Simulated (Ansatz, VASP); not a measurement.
Ga: VASP beside Ansatz

```xyz
2
Lattice="1.3830 -4.0265 0.0000 1.3830 4.0265 0.0000 -0.1174 0.0000 3.3299" Properties=species:S:1:pos:R:3 pbc="T T T"
Ga    1.3536   -2.9716    0.8325
Ga    1.3642    3.0408    2.5667
```

Alike in both runs: task electric field gradients; functional PBE; k mesh 14 × 14 × 11; occupations fermi-dirac, width 0.05 eV; no spin polarisation.

|  | VASP | Ansatz |
| --- | --- | --- |
| version | VASP 6.6.1 | Ansatz 0.2.0 |
| potentials or method | VASP PAW PBE potentials, release 64 (Ga_d), cutoff 520 eV | all-electron PAW with datasets made for the crystal, scalar-relativistic |

|  | VASP | Ansatz | Ansatz less VASP |
| --- | --- | --- | --- |
| pressure (GPa) | 2.2 | 2.1 | -0.11 |
| traceless stress, the component that is largest in VASP (GPa) | -0.91 | -0.92 | -0.008 |
| rms of the force components (eV/Å) | 0.311 | 0.309 | -0.0024 |
| size of Vzz on the site where it differs most (V/Å²) | 24.0 | 25.9 | +1.89 |

Atom by atom the forces differ by 0.002 eV/Å (rms over components). Ansatz ran all-electron here, and VASP with PAW potentials.
